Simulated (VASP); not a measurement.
Input of a VASP 6.6.1 run:

The input INCAR:

```
SYSTEM = GaCuSe2
PREC = Accurate
ENCUT = 520
EDIFF = 1E-7
ISMEAR = -1
SIGMA = 0.02
LREAL = .FALSE.
LASPH = .TRUE.
NELM = 60
ALGO = Normal
ISIF = 2
LWAVE = .FALSE.
LCHARG = .TRUE.
LELF = .TRUE.
LVHAR = .TRUE.
NBANDS = 26
```

Contents of KPOINTS:

```
regular mesh
0
G
  6 6 4
  0 0 0
```

The input POSCAR:

```
GaCuSe2
1.0
    3.9307077111      0.0000000000      0.0000000000
    0.0000000000      3.9307077111      0.0000000000
    0.0000000000      0.0000000000      5.6421421677
Cu Se Ga
1 2 1
Direct
    0.0000000000      0.0000000000      0.0000000000
    0.0000000000      0.5000000000      0.2427764291
    0.5000000000      0.0000000000      0.7572235709
    0.5000000000      0.5000000000      0.5000000000
```

Potentials or basis: VASP PAW LDA potentials, release 64 (Cu, Se, Ga_d).

Command:

```sh
$ cat potpaw_LDA.64/Cu/POTCAR potpaw_LDA.64/Se/POTCAR potpaw_LDA.64/Ga_d/POTCAR > POTCAR
$ mpirun -np 1 vasp_std > vasp.out
```

(1) Predict the band gap on the k mesh.

(2) Predict the pressure.

(3) Predict the largest force.

## Answers

(1) zero (filled and empty bands touch).

(2) -2.9 GPa.

(3) 0.246 eV/Å.
